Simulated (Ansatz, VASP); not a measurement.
## AlN in VASP and in Ansatz

Contents of POSCAR:

```
AlN
1.0
    0.0000000000      2.1544346900      2.1544346900
    2.1544346900      0.0000000000      2.1544346900
    2.1544346900      2.1544346900      0.0000000000
Al N
1 1
Direct
    0.0000000000      0.0000000000      0.0000000000
    0.5000000000      0.5000000000      0.5000000000
```

INCAR.step1

```
SYSTEM = AlN
PREC = Accurate ; ENCUT = 600
ISMEAR = -1 ; SIGMA = 0.05
LREAL = .FALSE. ; LASPH = .TRUE.
NELM = 100 ; GGA = PE
ALGO = Normal ; EDIFF = 1E-4
LWAVE = .TRUE. ; LCHARG = .FALSE.
```

Contents of INCAR.step2:

```
SYSTEM = AlN
PREC = Accurate ; ENCUT = 600
EDIFF = 1E-6 ; ISMEAR = -1
SIGMA = 0.05 ; LREAL = .FALSE.
LASPH = .TRUE. ; NELM = 100
ALGO = Normal ; ISIF = 3
LWAVE = .FALSE. ; LCHARG = .FALSE.
METAGGA = R2SCAN ; LMIXTAU = .TRUE.
IBRION = 2 ; NSW = 60
EDIFFG = -0.005 ; ISTART = 1
```

Contents of KPOINTS:

```
regular mesh
0
G
  15 15 15
  0 0 0
```

Input for Ansatz:

```yaml
crystal:
  lattice:
    - [0.0, 2.15443469, 2.15443469]
    - [2.15443469, 0.0, 2.15443469]
    - [2.15443469, 2.15443469, 0.0]
  atoms:
    - { symbol: Al, position: [0.0, 0.0, 0.0] }
    - { symbol: "N", position: [0.5, 0.5, 0.5] }
kpoints:
  mp_grid: { grid: [15, 15, 15] }
scf:
  occupations: { method: fermi_dirac, width: 0.05 }
hamiltonian:
  xc: r2scan
  pseudopotentials: { kind: paw }
output:
  forces: true
  stress: true
relax:
  f_tol: 0.005
  max_steps: 40
  cell: {}
```

Alike in both runs: task relaxation of cell and atoms; functional r2SCAN; k mesh 15 × 15 × 15; occupations fermi-dirac, width 0.05 eV; no spin polarisation.

|  | VASP | Ansatz |
| --- | --- | --- |
| version | VASP 6.6.1 | Ansatz 0.2.0 |
| potentials or method | VASP PAW PBE potentials, release 64 (Al, N) | PAW with Ansatz's default frozen-core files, scalar-relativistic |
| plane-wave cutoff (eV) | 600 | 500 |
| valence electrons in the cell | 8 | 8 |

Ansatz gave:

```
relaxed volume (Å³/atom)                                     : 8.23
relaxed cell length with the largest relative difference (Å) : 2.855
```

Task: What did VASP give for the same quantities?

Result: Relaxed volume (Å³/atom): 8.21; relaxed cell length with the largest relative difference (Å): 2.853.

VASP's potentials were made for PBE, not for r2SCAN.

Noted on VASP's run: the volume moved by over 15 % at a fixed basis, so the end points are rough.
